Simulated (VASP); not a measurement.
Here is a VASP 6.6.1 calculation.

INCAR

```
PREC = Accurate
ENCUT = 520
EDIFF = 1E-7
ISMEAR = 0
SIGMA = 0.05
LREAL = F
LASPH = T
NELM = 60
ALGO = Normal
ISIF = 2
LWAVE = F
LCHARG = F
GGA = PE
NBANDS = 16
```

KPOINTS

```
Automatic mesh
0
Gamma
  8 8 8
```

Contents of POSCAR:

```
AgCl
1.0
    0.0000000000      2.5512980000      2.5512980000
    2.5512980000      0.0000000000      2.5512980000
    2.5512980000      2.5512980000      0.0000000000
Ag Cl
1 1
Direct
    0.5000000000      0.5000000000      0.5000000000
    0.0000000000      0.0000000000      0.0000000000
```

Potentials or basis: VASP PAW PBE potentials, release 64 (Ag, Cl).

Command:

```sh
$ cat potpaw_PBE.64/Ag/POTCAR potpaw_PBE.64/Cl/POTCAR > POTCAR
$ mpirun -np 1 vasp_std > vasp.out
```

(1) Predict the pressure.

(2) Predict the band gap on the k mesh.

Answers

(1) 25.1 GPa.

(2) 1.01 eV, indirect (least direct gap 3.41 eV).

Caveat: the cell differs from its parent crystal (strain -0.080 along x and y, -0.080 along z).
